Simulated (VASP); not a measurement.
# Sn3GeSe4 (Pm-3m) in VASP: single point with PBE

Aim: the single point of Sn3GeSe4 with PBE.

Everything below comes from runs of VASP 6.6.1. Logs are shortened: lines on timing, memory, paths and dates and some standing lists are left out, and cuts for length are marked.

### 1 The cell of the first run

The structure is cubic, space group Pm-3m (No. 221). The conventional cell has a = 5.972 Å, b = 5.972 Å, c = 5.972 Å, α = 90.00°, β = 90.00°, γ = 90.00°. Within 3.9 Å of Sn (site symmetry 4/mmm) lie 6 Se at 2.99 Å. Within 3.9 Å of Ge (site symmetry m-3m) lie 6 Se at 2.99 Å. Within 3.9 Å of Se (site symmetry 4/mmm) lie 4 Sn at 2.99 Å and 2 Ge at 2.99 Å. Se (site symmetry m-3m) has 6 Sn at 2.99 Å within 3.9 Å.

### 2 Single point, PBE

POSCAR reads:

```
Sn3GeSe4
1.0
    5.9716111601      0.0000000000      0.0000000000
    0.0000000000      5.9716111601      0.0000000000
    0.0000000000      0.0000000000      5.9716111601
Sn Ge Se
3 1 4
Direct
    0.5000000000      0.0000000000      0.0000000000
    0.0000000000      0.0000000000      0.5000000000
    0.0000000000      0.5000000000      0.0000000000
    0.5000000000      0.5000000000      0.5000000000
    0.0000000000      0.5000000000      0.5000000000
    0.5000000000      0.5000000000      0.0000000000
    0.0000000000      0.0000000000      0.0000000000
    0.5000000000      0.0000000000      0.5000000000
```

INCAR.step1 reads:

```
SYSTEM = Sn3GeSe4
PREC     = Accurate       ! precision mode
ENCUT    = 520            ! plane-wave cutoff, eV
EDIFF    = 1E-7           ! SCF threshold, eV
ISMEAR   = 0              ! smearing method
SIGMA    = 0.1            ! smearing width, eV
LREAL    = .False.        ! projectors in reciprocal space
LASPH    = .True.         ! aspherical terms in the spheres
NELM     = 80             ! most SCF steps
ALGO     = Normal         ! electronic algorithm
ISIF     = 2              ! what is computed and relaxed
LWAVE    = .False.        ! write WAVECAR
LCHARG   = .True.         ! write CHGCAR
GGA      = PE             ! functional
NBANDS   = 50             ! bands
```

KPOINTS.step1 reads:

```
regular mesh
0
Gamma
  6 6 6
  0 0 0
```

INCAR.step2 reads:

```
SYSTEM = Sn3GeSe4
PREC     = Accurate       ! precision mode
ENCUT    = 520            ! plane-wave cutoff, eV
EDIFF    = 1E-7           ! SCF threshold, eV
ISMEAR   = -5             ! smearing method
SIGMA    = 0.1            ! smearing width, eV
LREAL    = .False.        ! projectors in reciprocal space
LASPH    = .True.         ! aspherical terms in the spheres
NELM     = 80             ! most SCF steps
ALGO     = Normal         ! electronic algorithm
ISIF     = 2              ! what is computed and relaxed
LWAVE    = .False.        ! write WAVECAR
LCHARG   = .False.        ! write CHGCAR
GGA      = PE             ! functional
LORBIT   = 11             ! projections on sites
NEDOS    = 2001           ! points of the DOS
ICHARG   = 11             ! starting density
```

KPOINTS.step2 reads:

```
regular mesh
0
Gamma
  9 9 9
  0 0 0
```

Potentials or basis: VASP PAW PBE potentials, release 64 (Sn_d, Ge_d, Se).

Started as:

```console
cat potpaw_PBE.64/Sn_d/POTCAR potpaw_PBE.64/Ge_d/POTCAR potpaw_PBE.64/Se/POTCAR > POTCAR
cp INCAR.step1 INCAR
cp KPOINTS.step1 KPOINTS
mpirun -np 1 vasp_std > vasp.out
cp INCAR.step2 INCAR
cp KPOINTS.step2 KPOINTS
mpirun -np 1 vasp_std > vasp.out
```

OUTCAR:

```text
SYSTEM = Sn3GeSe4
   PREC = Accurate
   ENCUT = 520
   EDIFF = 1E-7
   ISMEAR = -5
   LREAL = .False.
   LASPH = .True.
   NELM = 80
   ISIF = 2
   GGA = PE
   LORBIT = 11
   ICHARG = 11

 ion  position               nearest neighbor table
   1  0.500  0.000  0.000-   6 2.99   7 2.99   8 2.99   8 2.99   6 2.99   7 2.99
   2  0.000  0.000  0.500-   5 2.99   7 2.99   8 2.99   7 2.99   5 2.99   8 2.99
   3  0.000  0.500  0.000-   5 2.99   6 2.99   7 2.99   5 2.99   7 2.99   6 2.99
   4  0.500  0.500  0.500-
   5  0.000  0.500  0.500-   2 2.99   3 2.99   3 2.99   2 2.99
   6  0.500  0.500  0.000-   1 2.99   3 2.99   1 2.99   3 2.99
   7  0.000  0.000  0.000-   1 2.99   2 2.99   3 2.99   2 2.99   3 2.99   1 2.99
   8  0.500  0.000  0.500-   1 2.99   2 2.99   1 2.99   2 2.99

  LATTYP: Found a simple cubic cell.
 ALAT       =     5.9716111601

  Lattice vectors:

 A1 = (   5.9716111601,   0.0000000000,   0.0000000000)
 A2 = (   0.0000000000,   5.9716111601,   0.0000000000)
 A3 = (   0.0000000000,   0.0000000000,   5.9716111601)

Analysis of symmetry for initial positions (statically):
=====================================================================
 Subroutine PRICEL returns:
 Original cell was already a primitive cell.

 Routine SETGRP: Setting up the symmetry group for a
 simple cubic supercell.

 Subroutine GETGRP returns: Found 48 space group operations
 (whereof 48 operations were pure point group operations)
 out of a pool of 48 trial point group operations.

The static configuration has the point symmetry O_h .

Analysis of symmetry for dynamics (positions and initial velocities):
=====================================================================
 Subroutine PRICEL returns:
 Original cell was already a primitive cell.

 Routine SETGRP: Setting up the symmetry group for a
 simple cubic supercell.

 Subroutine GETGRP returns: Found 48 space group operations
 (whereof 48 operations were pure point group operations)
 out of a pool of 48 trial point group operations.

The dynamic configuration has the point symmetry O_h .

 Subroutine INISYM returns: Found 48 space group operations
 (whereof 48 operations are pure point group operations),
 and found     1 'primitive' translations

----------------------------------------------------------------------------------------

                                     Primitive cell
[... 116 lines left out ...]
   NELECT =      80.0000    total number of electrons
   NUPDOWN=      -1.0000    fix difference up-down
   EMIN   =  10.00;   EMAX   =-10.00  energy-range for DOS
   EFERMI =   0.00;   METHOD = LEGACY
   ISMEAR =    -5;   SIGMA  =   0.10  broadening in eV -4-tet -1-fermi 0-gaus
   EFERMI_NEDOS =   21; number of points for ismear=-14 and -15
   IALGO  =     38    algorithm
   IMIX   =      4    mixing-type and parameters
     AMIX     =   0.40;   BMIX     =  1.00
     AMIX_MAG =   1.60;   BMIX_MAG =  1.00
  volume/ion in A,a.u.               =      26.62       179.63
  Fermi-wavevector in a.u.,A,eV,Ry     =   1.181263  2.232264 18.985332  1.395383
  Thomas-Fermi vector in A             =   2.317540
   LORBIT       =     11    0 simple, 1 ext, 2 COOP (PROOUT), +10 PAW based schemes
   GGA     = PE    functional components
   LHFCALC =     F    Hartree Fock is set to
   AEXX    =    0.0000 exact exchange contribution
   IVDW    =     0    specifies the selected vdW correction
   LEPSILON=     F    determine dielectric tensor
   LRPA    =     F    only Hartree local field effects (RPA)
 non-spin polarized calculation
 Fermi weights with tetrahedron method with Bloechl corrections
  energy-cutoff  :      520.00
  volume of cell :      212.95
 maximum number of plane-waves:      5754
 NGX is ok and might be reduce to    48

 number of electron      79.9999977 magnetization

 Free energy of the ion-electron system (eV)
  ---------------------------------------------------
  ext. energy  EPLUGINS =         0.00000000
  ---------------------------------------------------
  free energy    TOTEN  =       -32.88546024 eV

  energy without entropy =      -32.88546024  energy(sigma->0) =      -32.88546024

 E-fermi :   5.3525     XC(G=0):  -9.6094

 val. band max:        5.3378511315   @ k =   0.4444   0.4444   0.4444
 cond. band min:       5.5098152128   @ k =   0.4444   0.4444   0.4444
 fundamental gap:      0.1719640813
 Fermi energy:         5.3524733643

 k-point     1 :       0.0000    0.0000    0.0000
  band No.  band energies     occupation
      1     -20.0690      2.00000
      2     -20.0690      2.00000
      3     -20.0669      2.00000
      4     -20.0669      2.00000
      5     -20.0669      2.00000
      6     -16.3483      2.00000
[... 1213 lines left out ...]
     47       8.0623      0.00000
     48       8.3604      0.00000

 [... further k-points ...]
[... 5 lines left out ...]
  --------------------------------------------------------------------------------------
  -------------------------------------------------------------------------------------
  Total       -0.0866737     -0.0866737     -0.0866737      0.0000000     -0.0000000      0.0000000
  in kB       -0.6521141     -0.6521141     -0.6521141      0.0000000     -0.0000000      0.0000000
  external PRESSURE =      -0.6521141 kB  Pullay stress =       0.0000000 kB

 VOLUME and BASIS-vectors are now :
 -----------------------------------------------------------------------------
  energy-cutoff  :      520.00
  volume of cell :      212.95
      direct lattice vectors                 reciprocal lattice vectors
     5.971611160  0.000000000  0.000000000     0.167458994  0.000000000  0.000000000
     0.000000000  5.971611160  0.000000000     0.000000000  0.167458994  0.000000000
     0.000000000  0.000000000  5.971611160     0.000000000  0.000000000  0.167458994

 POSITION                                       TOTAL-FORCE (eV/Angst)
 -----------------------------------------------------------------------------------
      2.98581      0.00000      0.00000         0.000000      0.000000      0.000000
      0.00000      0.00000      2.98581         0.000000      0.000000      0.000000
      0.00000      2.98581      0.00000         0.000000      0.000000      0.000000
      2.98581      2.98581      2.98581         0.000000      0.000000      0.000000
      0.00000      2.98581      2.98581         0.000000      0.000000      0.000000
      2.98581      2.98581      0.00000         0.000000      0.000000      0.000000
      0.00000      0.00000      0.00000         0.000000      0.000000      0.000000
      2.98581      0.00000      2.98581         0.000000      0.000000      0.000000
 -----------------------------------------------------------------------------------
    total drift:                                0.000000      0.000000      0.000000

  FREE ENERGIE OF THE ION-ELECTRON SYSTEM (eV)
  ---------------------------------------------------
  free  energy   TOTEN  =       -32.8854602374 eV

  energy  without entropy=      -32.8854602374  energy(sigma->0) =      -32.88546024

 total charge

# of ion       s       p       d       tot
------------------------------------------
    1        1.391   0.677   9.993  12.062
    2        1.391   0.677   9.993  12.062
    3        1.391   0.677   9.993  12.062
    4        1.362   0.609   9.998  11.969
    5        1.476   2.285   0.025   3.786
    6        1.476   2.285   0.025   3.786
    7        1.476   2.306   0.028   3.810
    8        1.476   2.285   0.025   3.786
--------------------------------------------------
tot         11.439  11.802  40.080  63.321
```

OUTCAR.step1:

```text
SYSTEM = Sn3GeSe4
   PREC = Accurate
   ENCUT = 520
   EDIFF = 1E-7
   ISMEAR = 0
   LREAL = .False.
   LASPH = .True.
   NELM = 80
[... 1297 lines left out ...]
      2.98581      2.98581      0.00000         0.000000      0.000000      0.000000
      0.00000      0.00000      0.00000         0.000000      0.000000      0.000000
      2.98581      0.00000      2.98581         0.000000      0.000000      0.000000
 -----------------------------------------------------------------------------------
    total drift:                                0.000000      0.000000      0.000000

  FREE ENERGIE OF THE ION-ELECTRON SYSTEM (eV)
  ---------------------------------------------------
  free  energy   TOTEN  =       -32.9022706737 eV

  energy  without entropy=      -32.9006458374  energy(sigma->0) =      -32.90145826
```

OSZICAR.step1:

```text
N       E                     dE             d eps       ncg     rms          rms(c)
DAV:   1     0.837539511425E+03    0.83754E+03   -0.37164E+04  2360   0.241E+03
DAV:   2     0.130528107498E+03   -0.70701E+03   -0.68054E+03  2008   0.697E+02
DAV:   3    -0.214589519747E+02   -0.15199E+03   -0.14514E+03  2364   0.217E+02
DAV:   4    -0.332101318513E+02   -0.11751E+02   -0.11515E+02  2362   0.633E+01
DAV:   5    -0.335953746538E+02   -0.38524E+00   -0.38321E+00  2344   0.118E+01    0.598E+00
DAV:   6    -0.328818803676E+02    0.71349E+00   -0.13456E+00  2606   0.539E+00    0.359E+00
DAV:   7    -0.328957633333E+02   -0.13883E-01   -0.45512E-01  2580   0.215E+00    0.168E+00
DAV:   8    -0.329029316791E+02   -0.71683E-02   -0.39823E-02  2610   0.138E+00    0.260E-01
DAV:   9    -0.329019092511E+02    0.10224E-02   -0.73693E-03  2548   0.566E-01    0.101E-01
DAV:  10    -0.329021637830E+02   -0.25453E-03   -0.10208E-03  2498   0.130E-01    0.538E-02
DAV:  11    -0.329022703703E+02   -0.10659E-03   -0.18402E-04  2410   0.677E-02    0.814E-03
DAV:  12    -0.329022703825E+02   -0.12227E-07   -0.10288E-05  2556   0.208E-02    0.430E-03
DAV:  13    -0.329022707610E+02   -0.37846E-06   -0.22585E-06  2236   0.749E-03    0.213E-03
DAV:  14    -0.329022706737E+02    0.87230E-07   -0.22568E-07  1926   0.397E-03
   1 F= -.32902271E+02 E0= -.32901458E+02  d E =-.162484E-02
```

Run time: 6.6 min. Hardware: 1 thread of Intel Xeon Platinum 8559C (Emerald Rapids), shared host; peak memory 0.5 GiB.

Results:

```yaml
Valence_electrons_inside_the_program's_atomic_spheres: Sn 12.06; Ge 11.97; Se 3.79, 3.81 (each value once)
```

Caveat: spin-orbit coupling is left out, which moves the levels of the heavy elements.
